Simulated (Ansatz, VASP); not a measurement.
## One calculation of Ti, two programs

```
CELL_PARAMETERS angstrom
0.00000 2.04344 2.04344
2.04344 0.00000 2.04344
2.04344 2.04344 0.00000
ATOMIC_POSITIONS crystal
Ti 0.00000 0.00000 0.00000
```

Change from the starting cell: volume scaled by 1.02, crystal datasets.

Alike in both runs: task electric field gradients; functional LDA; k mesh 14 × 14 × 14; occupations fermi-dirac, width 0.05 eV; no spin polarisation.

```csv
,VASP,Ansatz
version,VASP 6.6.1,Ansatz 0.2.0
potentials or method,"VASP PAW LDA potentials, release 64 (Ti_sv), cutoff 520 eV","all-electron PAW with datasets made for the crystal, scalar-relativistic"
```

```tsv
	VASP	Ansatz	Ansatz less VASP
pressure (GPa)	-7.0	-6.9	+0.11
```

LDA's correlation is that of Perdew and Zunger in VASP and of Perdew and Wang (1992) in Ansatz. Ansatz ran all-electron here, and VASP with PAW potentials.
